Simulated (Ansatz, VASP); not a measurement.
**GaP: VASP beside Ansatz**

File INCAR:

```
SYSTEM = GaP
PREC = Accurate
ENCUT = 520
EDIFF = 1E-7
ISMEAR = 0
SIGMA = 0.05
LREAL = .False.
LASPH = .True.
NELM = 60
ALGO = Normal
ISIF = 2
LWAVE = .False.
LCHARG = .True.
GGA = PE
LELF = .True.
LVHAR = .True.
NBANDS = 26
```

File KPOINTS:

```
Automatic mesh
0
Gamma
  9 9 9
  0 0 0
```

File POSCAR:

```
GaP
1.0
    1.9560245687      1.1293113113      7.0229106114
   -1.9560245687      1.1293113113      7.0229106114
    0.0000000000     -2.2586226226      7.0229106114
Ga P
2 2
Direct
    0.4355841032      0.4355841032      0.4355841032
    0.5644158968      0.5644158968      0.5644158968
    0.0575077006      0.0575077006      0.0575077006
    0.9424922994      0.9424922994      0.9424922994
```

Input for Ansatz:

```yaml
crystal:
  lattice:
    - [1.9560245687, 1.1293113113, 7.0229106114]
    - [-1.9560245687, 1.1293113113, 7.0229106114]
    - [0.0, -2.2586226226, 7.0229106114]
  atoms:
    - { symbol: Ga, position: [0.4355841032, 0.4355841032, 0.4355841032] }
    - { symbol: Ga, position: [0.5644158968, 0.5644158968, 0.5644158968] }
    - { symbol: P, position: [0.0575077006, 0.0575077006, 0.0575077006] }
    - { symbol: P, position: [0.9424922994, 0.9424922994, 0.9424922994] }
basis:
  ecutwfc: 420
kpoints:
  mp_grid: { grid: [9, 9, 9] }
hamiltonian:
  xc: pbe
  pseudopotentials: { kind: paw, azcp: { folder: soft_1 } }
scf:
  occupations: { method: gaussian, width: 0.05 }
output:
  forces: true
  stress: true
  eigenvalues: true
```

Alike in both runs: task single point; functional PBE; k mesh 9 × 9 × 9; occupations gaussian, width 0.05 eV; no spin polarisation.

```csv
,VASP,Ansatz
version,VASP 6.6.1,Ansatz 0.2.0
potentials or method,"VASP PAW PBE potentials, release 64 (Ga_d, P), cutoff 520 eV","scalar-relativistic, plane waves, PAW"
valence electrons in the cell,36,36
```

VASP gave:

| Property | Result |
| --- | --- |
| gap on the k mesh at the Fermi level (eV) | none |
| pressure (GPa) | -5.6 |
| traceless stress, the component that is largest in VASP (GPa) | -7.13 |
| rms of the force components (eV/Å) | 0.224 |

**Question.** Which values does Ansatz return?

**Answer.** gap on the k mesh at the Fermi level (eV): none; pressure (GPa): -5.6; traceless stress, the component that is largest in VASP (GPa): -7.10; rms of the force components (eV/Å): 0.215.

Atom by atom the forces differ by 0.009 eV/Å (rms over components). A gap of «none» marks a metal or a gap that the smearing closes. The functional is the same, so the differences come from potentials, cutoffs and numerics.
